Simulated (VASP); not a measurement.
# C (Fd-3m) in VASP: a series of runs

Runs on C. Level: PBE. Tasks: single point.

Everything below comes from runs of VASP 6.6.1. Logs are shortened: lines on timing, memory, paths and dates and some standing lists are left out, and cuts for length are marked.

## 1. The cell of the first run

The structure is cubic, space group Fd-3m (No. 227). The conventional cell has a = 3.619 Å, b = 3.619 Å, c = 3.619 Å, α = 90.00°, β = 90.00°, γ = 90.00°. C (site symmetry -43m) has 4 C at 1.57 Å within 2.1 Å.

## 2. Single point, PBE

File INCAR:

```
SYSTEM = C
  PREC = Accurate
  ENCUT = 520
  EDIFF = 1E-7
  ISMEAR = -1
  SIGMA = 0.06122561905347299
  LREAL = .FALSE.
  LASPH = .TRUE.
  NELM = 100
  ALGO = Normal
  ISIF = 2
  LWAVE = .FALSE.
  LCHARG = .FALSE.
  GGA = PE
  NBANDS = 11
```

File KPOINTS:

```
regular mesh
0
G
  18 18 18
  0 0 0
```

File POSCAR:

```
C
1.0
    0.0000000000      1.8095758250      1.8095758250
    1.8095758250      0.0000000000      1.8095758250
    1.8095758250      1.8095758250      0.0000000000
C
2
Direct
    0.0000000000      0.0000000000      0.0000000000
    0.2500000000      0.2500000000      0.2500000000
```

Potentials or basis: VASP PAW PBE potentials, release 64 (C).

The run is started by

```bash
> cat potpaw_PBE.64/C/POTCAR > POTCAR
> mpirun -np 1 vasp_std > vasp.out
```

OUTCAR:

```text
SYSTEM = C
   PREC = Accurate
   ENCUT = 520
   EDIFF = 1E-7
   ISMEAR = -1
   LREAL = .FALSE.
   LASPH = .TRUE.
   NELM = 100
   ISIF = 2
   GGA = PE

 ion  position               nearest neighbor table
   1  0.000  0.000  0.000-   2 1.57   2 1.57   2 1.57   2 1.57
   2  0.250  0.250  0.250-   1 1.57   1 1.57   1 1.57   1 1.57

  LATTYP: Found a face centered cubic cell.
 ALAT       =     3.6191516500

  Lattice vectors:

 A1 = (   0.0000000000,   1.8095758250,   1.8095758250)
 A2 = (   1.8095758250,   0.0000000000,   1.8095758250)
 A3 = (   1.8095758250,   1.8095758250,   0.0000000000)

Analysis of symmetry for initial positions (statically):
=====================================================================
 Subroutine PRICEL returns:
 Original cell was already a primitive cell.

 Routine SETGRP: Setting up the symmetry group for a
 face centered cubic supercell.

 Subroutine GETGRP returns: Found 48 space group operations
 (whereof 24 operations were pure point group operations)
 out of a pool of 48 trial point group operations.

The static configuration has the point symmetry T_d .
 The point group associated with its full space group is O_h .

Analysis of symmetry for dynamics (positions and initial velocities):
=====================================================================
 Subroutine PRICEL returns:
 Original cell was already a primitive cell.

 Routine SETGRP: Setting up the symmetry group for a
 face centered cubic supercell.

 Subroutine GETGRP returns: Found 48 space group operations
 (whereof 24 operations were pure point group operations)
 out of a pool of 48 trial point group operations.

The dynamic configuration has the point symmetry T_d .
 The point group associated with its full space group is O_h .

 Subroutine INISYM returns: Found 48 space group operations
 (whereof 24 operations are pure point group operations),
 and found     1 'primitive' translations

----------------------------------------------------------------------------------------

                                     Primitive cell

  volume of cell :      11.8511

  direct lattice vectors                    reciprocal lattice vectors
     0.000000000  1.809575825  1.809575825    -0.276307847  0.276307847  0.276307847
     1.809575825  0.000000000  1.809575825     0.276307847 -0.276307847  0.276307847
     1.809575825  1.809575825  0.000000000     0.276307847  0.276307847 -0.276307847

  length of vectors
     2.559126674  2.559126674  2.559126674     0.478579229  0.478579229  0.478579229

  position of ions in fractional coordinates (direct lattice)
     0.000000000  0.000000000  0.000000000
     0.250000000  0.250000000  0.250000000

  ion indices of the primitive-cell ions
   primitive index   ion index
                 1           1
                 2           2

----------------------------------------------------------------------------------------

 KPOINTS: regular mesh

Automatic generation of k-mesh.
 Grid dimensions read from file:
 generate k-points for:   18   18   18

 Generating k-lattice:

  Cartesian coordinates                     Fractional coordinates (reciprocal lattice)
    -0.015350436  0.015350436  0.015350436     0.055555556  0.000000000  0.000000000
     0.015350436 -0.015350436  0.015350436     0.000000000  0.055555556  0.000000000
     0.015350436  0.015350436 -0.015350436     0.000000000  0.000000000  0.055555556

  Length of vectors
     0.026587735  0.026587735  0.026587735

  Shift w.r.t. Gamma in fractional coordinates (k-lattice)
     0.000000000  0.000000000  0.000000000

 Subroutine IBZKPT returns following result:
 ===========================================

 Found    195 irreducible k-points:

 Following reciprocal coordinates:
            Coordinates               Weight
  0.000000  0.000000  0.000000      1.000000
  0.055556  0.000000  0.000000      8.000000
  0.111111  0.000000  0.000000      8.000000
  0.166667  0.000000  0.000000      8.000000
  0.222222  0.000000  0.000000      8.000000
  0.277778  0.000000  0.000000      8.000000
[... 16 lines left out ...]
 -0.277778  0.055556  0.000000     24.000000
 -0.222222  0.055556  0.000000     24.000000
 [... further k-points ...]
   k-points           NKPTS =    195   k-points in BZ     NKDIM =    195   number of bands    NBANDS=     11
   number of dos      NEDOS =    301   number of ions     NIONS =      2
   total plane-waves  NPLWV =   8000
   dimension x,y,z NGX =    20 NGY =   20 NGZ =   20
   dimension x,y,z NGXF=    40 NGYF=   40 NGZF=   40
   ions per type =               2
   NGX,Y,Z   is equivalent  to a cutoff of  12.99, 12.99, 12.99 a.u.
   NGXF,Y,Z  is equivalent  to a cutoff of  25.98, 25.98, 25.98 a.u.
 SYSTEM =  C
   PREC   = accura    normal or accurate (medium, high low for compatibility)
   ISTART =      0    job   : 0-new  1-cont  2-samecut
   ICHARG =      2    charge: 1-file 2-atom 10-const
   ISPIN  =      1    spin polarized calculation?
   LNONCOLLINEAR =      F non collinear calculations
   LSORBIT =      F    spin-orbit coupling
   LASPH  =      T    aspherical Exc in radial PAW
   ENCUT  =  520.0 eV  38.22 Ry    6.18 a.u.   4.76  4.76  4.76*2*pi/ulx,y,z
   NELM   =    100;   NELMIN=  2; NELMDL= -5     # of ELM steps
   EDIFF  = 0.1E-06   stopping-criterion for ELM
   LREAL  =      F    real-space projection
   EDIFFG = 0.1E-05   stopping-criterion for IOM
   NSW    =      0    number of steps for IOM
   IBRION =     -1    ionic relax: 0-MD 1-quasi-New 2-CG
   NFREE  =      0    steps in history (QN), initial steepest desc. (CG)
   ISIF   =      2    stress and relaxation
   ISYM   =      2    0-nonsym 1-usesym 2-fastsym
   POTIM  = 0.5000    time-step for ionic-motion
   TEBEG  =    0.0;   TEEND  =   0.0 temperature during run
   PSTRESS=    0.0 pullay stress
   NELECT =       8.0000    total number of electrons
   NUPDOWN=      -1.0000    fix difference up-down
   EMIN   =  10.00;   EMAX   =-10.00  energy-range for DOS
   EFERMI =   0.00;   METHOD = LEGACY
   ISMEAR =    -1;   SIGMA  =   0.06  broadening in eV -4-tet -1-fermi 0-gaus
   EFERMI_NEDOS =   21; number of points for ismear=-14 and -15
   IALGO  =     38    algorithm
   IMIX   =      4    mixing-type and parameters
     AMIX     =   0.40;   BMIX     =  1.00
     AMIX_MAG =   1.60;   BMIX_MAG =  1.00
  volume/ion in A,a.u.               =       5.93        39.99
  Fermi-wavevector in a.u.,A,eV,Ry     =   1.436100  2.713836 28.060431  2.062383
  Thomas-Fermi vector in A             =   2.555326
   LORBIT       =      0    0 simple, 1 ext, 2 COOP (PROOUT), +10 PAW based schemes
   GGA     = PE    functional components
[... 5 lines left out ...]
 non-spin polarized calculation
  energy-cutoff  :      520.00
  volume of cell :       11.85
 maximum number of plane-waves:       332
   NGX =  9   NGY =  9   NGZ =  9

 number of electron       8.0000001 magnetization

 Free energy of the ion-electron system (eV)
  ---------------------------------------------------
  ext. energy  EPLUGINS =         0.00000000
  ---------------------------------------------------
  free energy    TOTEN  =       -18.16441529 eV

  energy without entropy =      -18.16441529  energy(sigma->0) =      -18.16441529

 E-fermi :  10.2043     XC(G=0): -13.0323

 val. band max:        9.1069827035   @ k =   0.0000   0.0000   0.0000
 cond. band min:      13.1615912926   @ k =   0.3889   0.3889   0.0000
 fundamental gap:      4.0546085891
 Fermi energy:        10.2042512701

 k-point     1 :       0.0000    0.0000    0.0000
  band No.  band energies     occupation
      1     -11.7909      2.00000
      2       9.1070      2.00000
      3       9.1070      2.00000
      4       9.1070      2.00000
      5      14.5768      0.00000
      6      14.5768      0.00000
      7      14.5768      0.00000
      8      21.4506      0.00000
      9      27.8516      0.00000
     10      35.1674      0.00000
     11      35.1674      0.00000

 k-point     2 :       0.0556    0.0000    0.0000
  band No.  band energies     occupation
      1     -11.7079      2.00000
      2       8.5378      2.00000
      3       8.9631      2.00000
      4       8.9631      2.00000
      5      14.7648      0.00000
      6      14.7648      0.00000
      7      14.9128      0.00000
      8      21.5376      0.00000
      9      27.9979      0.00000
     10      33.8401      0.00000
     11      33.8401      0.00000

 k-point     3 :       0.1111    0.0000    0.0000
  band No.  band energies     occupation
      1     -11.4594      2.00000
      2       7.1768      2.00000
      3       8.5967      2.00000
      4       8.5967      2.00000
      5      15.2481      0.00000
      6      15.2481      0.00000
      7      15.5902      0.00000
      8      21.7991      0.00000
      9      28.3792      0.00000
     10      32.4945      0.00000
     11      32.4945      0.00000

 k-point     4 :       0.1667    0.0000    0.0000
  band No.  band energies     occupation
      1     -11.0469      2.00000
      2       5.4697      2.00000
      3       8.1298      2.00000
      4       8.1298      2.00000
      5      15.8598      0.00000
      6      15.8598      0.00000
      7      16.2187      0.00000
      8      22.2194      0.00000
      9      28.8310      0.00000
     10      31.5740      0.00000
     11      31.5740      0.00000
[... 239 lines left out ...]
 k-point    22 :      -0.3333    0.0556    0.0000
  band No.  band energies     occupation
      1      -8.4801      2.00000
      2      -0.4878      2.00000
      3       6.1730      2.00000
      4       6.9497      2.00000
      5      17.1357      0.00000
      6      17.3862      0.00000
      7      17.5849      0.00000
      8      23.7561      0.00000
      9      29.5386      0.00000
     10      31.1779      0.00000
     11      32.7114      0.00000

 k-point    23 :      -0.2778    0.0556    0.0000
  band No.  band energies     occupation
      1      -9.3968      2.00000
      2       1.2486      2.00000
      3       6.4107      2.00000
      4       7.3531      2.00000
      5      16.7908      0.00000
      6      17.2664      0.00000
      7      17.4253      0.00000
      8      23.2666      0.00000
      9      29.4340      0.00000
     10      30.3644      0.00000
     11      32.1897      0.00000

 k-point    24 :      -0.2222    0.0556    0.0000
  band No.  band energies     occupation
      1     -10.1749      2.00000
      2       3.0591      2.00000
      3       6.7534      2.00000
      4       7.8126      2.00000
      5      16.3090      0.00000
      6      16.9958      0.00000
      7      17.1128      0.00000
      8      22.7604      0.00000
      9      29.3249      0.00000
     10      30.0586      0.00000
     11      31.8247      0.00000

 [... further k-points ...]
[... 5 lines left out ...]
  --------------------------------------------------------------------------------------
  -------------------------------------------------------------------------------------
  Total       -1.1425016     -1.1425016     -1.1425016     -0.0000000     -0.0000000     -0.0000000
  in kB     -154.4568021   -154.4568021   -154.4568021     -0.0000000     -0.0000000     -0.0000000
  external PRESSURE =    -154.4568021 kB  Pullay stress =       0.0000000 kB

 VOLUME and BASIS-vectors are now :
 -----------------------------------------------------------------------------
  energy-cutoff  :      520.00
  volume of cell :       11.85
      direct lattice vectors                 reciprocal lattice vectors
     0.000000000  1.809575825  1.809575825    -0.276307847  0.276307847  0.276307847
     1.809575825  0.000000000  1.809575825     0.276307847 -0.276307847  0.276307847
     1.809575825  1.809575825  0.000000000     0.276307847  0.276307847 -0.276307847

 POSITION                                       TOTAL-FORCE (eV/Angst)
 -----------------------------------------------------------------------------------
      0.00000      0.00000      0.00000        -0.000000     -0.000000     -0.000000
      0.90479      0.90479      0.90479         0.000000      0.000000      0.000000
 -----------------------------------------------------------------------------------
    total drift:                                0.000000      0.000000      0.000000

  FREE ENERGIE OF THE ION-ELECTRON SYSTEM (eV)
  ---------------------------------------------------
  free  energy   TOTEN  =       -18.1644152926 eV

  energy  without entropy=      -18.1644152925  energy(sigma->0) =      -18.16441529
```

Wall time 34 s (1 thread of Intel Xeon 8259CL, shared host); peak memory 0.13 GiB.

Results:

```yaml
Free_energy: -18.1644 eV
Pressure: -15.4 GPa
Band_gap_on_the_k_mesh: 4.05 eV, indirect (least direct gap 5.47 eV)
```

A k mesh can miss the band edges.

## 3. Single point, PBE

File INCAR:

```
ALGO = Normal
EDIFF = 1E-7
ENCUT = 520
GGA = PE
ISIF = 2
ISMEAR = -1
LASPH = T
LCHARG = F
LREAL = F
LWAVE = F
NBANDS = 11
NELM = 60
PREC = Accurate
SIGMA = 0.06122561905347299
```

File KPOINTS:

```
k-points
0
Gamma
  18 18 18
```

POSCAR is that of step 2.

Potentials or basis: VASP PAW PBE potentials, release 64 (C).

The run is started by

```bash
> cat potpaw_PBE.64/C/POTCAR > POTCAR
> mpirun -np 1 vasp_std > vasp.out
```

OUTCAR:

```text
EDIFF = 1E-7
   ENCUT = 520
   GGA = PE
   ISIF = 2
   ISMEAR = -1
   LASPH = T
   LREAL = F
   NELM = 60
   PREC = Accurate

 ion  position               nearest neighbor table
   1  0.000  0.000  0.000-   2 1.57   2 1.57   2 1.57   2 1.57
   2  0.250  0.250  0.250-   1 1.57   1 1.57   1 1.57   1 1.57

  LATTYP: Found a face centered cubic cell.
 ALAT       =     3.6191516500

  Lattice vectors:

 A1 = (   0.0000000000,   1.8095758250,   1.8095758250)
 A2 = (   1.8095758250,   0.0000000000,   1.8095758250)
 A3 = (   1.8095758250,   1.8095758250,   0.0000000000)

Analysis of symmetry for initial positions (statically):
=====================================================================
 Subroutine PRICEL returns:
 Original cell was already a primitive cell.

 Routine SETGRP: Setting up the symmetry group for a
 face centered cubic supercell.

 Subroutine GETGRP returns: Found 48 space group operations
 (whereof 24 operations were pure point group operations)
 out of a pool of 48 trial point group operations.

The static configuration has the point symmetry T_d .
 The point group associated with its full space group is O_h .
[... 164 lines left out ...]
 cond. band min:      13.1615912926   @ k =   0.3889   0.3889   0.0000
 fundamental gap:      4.0546085891
 Fermi energy:        10.2042512701

 k-point     1 :       0.0000    0.0000    0.0000
  band No.  band energies     occupation
      1     -11.7909      2.00000
      2       9.1070      2.00000
      3       9.1070      2.00000
      4       9.1070      2.00000
      5      14.5768      0.00000
      6      14.5768      0.00000
      7      14.5768      0.00000
      8      21.4506      0.00000
      9      27.8516      0.00000
     10      35.1674      0.00000
     11      35.1674      0.00000
[... 309 lines left out ...]
 k-point    24 :      -0.2222    0.0556    0.0000
  band No.  band energies     occupation
      1     -10.1749      2.00000
      2       3.0591      2.00000
      3       6.7534      2.00000
      4       7.8126      2.00000
      5      16.3090      0.00000
      6      16.9958      0.00000
      7      17.1128      0.00000
      8      22.7604      0.00000
      9      29.3249      0.00000
     10      30.0586      0.00000
     11      31.8247      0.00000

 [... further k-points ...]
[... 5 lines left out ...]
  --------------------------------------------------------------------------------------
  -------------------------------------------------------------------------------------
  Total       -1.1425016     -1.1425016     -1.1425016     -0.0000000     -0.0000000     -0.0000000
  in kB     -154.4568021   -154.4568021   -154.4568021     -0.0000000     -0.0000000     -0.0000000
  external PRESSURE =    -154.4568021 kB  Pullay stress =       0.0000000 kB

 VOLUME and BASIS-vectors are now :
 -----------------------------------------------------------------------------
  energy-cutoff  :      520.00
  volume of cell :       11.85
      direct lattice vectors                 reciprocal lattice vectors
     0.000000000  1.809575825  1.809575825    -0.276307847  0.276307847  0.276307847
     1.809575825  0.000000000  1.809575825     0.276307847 -0.276307847  0.276307847
     1.809575825  1.809575825  0.000000000     0.276307847  0.276307847 -0.276307847

 POSITION                                       TOTAL-FORCE (eV/Angst)
 -----------------------------------------------------------------------------------
      0.00000      0.00000      0.00000        -0.000000     -0.000000     -0.000000
      0.90479      0.90479      0.90479         0.000000      0.000000      0.000000
 -----------------------------------------------------------------------------------
    total drift:                                0.000000      0.000000      0.000000

  FREE ENERGIE OF THE ION-ELECTRON SYSTEM (eV)
  ---------------------------------------------------
  free  energy   TOTEN  =       -18.1644152926 eV

  energy  without entropy=      -18.1644152925  energy(sigma->0) =      -18.16441529
```

stdout:

```text
POSCAR found type information on POSCAR C
 POSCAR found :  1 types and       2 ions
 scaLAPACK will be used
 LDA part: xc-table for (Slater+PW92), standard interpolation
 POSCAR, INCAR and KPOINTS ok, starting setup
 FFT: planning ... GRIDC
 FFT: planning ... GRID_SOFT
 FFT: planning ... GRID
 WAVECAR not read
 entering main loop
```

Run time: 32 s. Hardware: 1 thread of Intel Xeon 8259CL, shared host; peak memory 0.13 GiB.

What came out:

```
Free energy            : -18.1644 eV
Pressure               : -15.4 GPa
Band gap on the k mesh : 4.05 eV, indirect (least direct gap 5.47 eV)
```

## 4. Single point, PBE

This run uses another cell than the first one, of 6.04 Å³/atom, 1.019 times its volume.

File INCAR:

```
ALGO     = Normal         # electronic algorithm
EDIFF    = 1E-6           # SCF threshold, eV
ENCUT    = 520            # plane-wave cutoff, eV
GGA      = PE             # functional
ISIF     = 2              # what is computed and relaxed
ISMEAR   = -1             # smearing method
LASPH    = T              # aspherical terms in the spheres
LCHARG   = F              # write CHGCAR
LREAL    = F              # projectors in reciprocal space
LWAVE    = F              # write WAVECAR
NBANDS   = 11             # bands
NELM     = 80             # most SCF steps
PREC     = Accurate       # precision mode
SIGMA    = 0.06122561905347299 # smearing width, eV
```

KPOINTS is that of step 3.

File POSCAR:

```
C
1.0
    0.0000000000      1.8211020964      1.8211020964
    1.8211020964      0.0000000000      1.8211020964
    1.8211020964      1.8211020964      0.0000000000
C
2
Direct
    0.0000000000      0.0000000000      0.0000000000
    0.2500000000      0.2500000000      0.2500000000
```

The run is started by

```bash
> cat potpaw_PBE.64/C/POTCAR > POTCAR
> mpirun -np 1 vasp_std > vasp.out
```

Run time: 34 s. Hardware: 1 thread of Intel Xeon 8259CL, shared host; peak memory 0.13 GiB.

The run converged. Its results:

* Free energy: -18.1378 eV
* Pressure: -22.3 GPa
* Band gap on the k mesh: 4.01 eV, indirect (least direct gap 5.42 eV)

Levels at points of the mesh, in eV from the valence-band top:
| k point | band 2 | band 3 | band 4 | band 5 | band 6 | band 7 |
| --- | --- | --- | --- | --- | --- | --- |
| (0.00, 0.00, 0.00) | 0.00 | 0.00 | 0.00 | 5.42 | 5.42 | 5.42 |
| (0.50, 0.00, 0.00) | -12.70 | -2.64 | -2.64 | 8.01 | 8.19 | 8.19 |
| (0.50, 0.50, 0.00) | -12.33 | -5.93 | -5.93 | 4.63 | 4.63 | 15.87 |
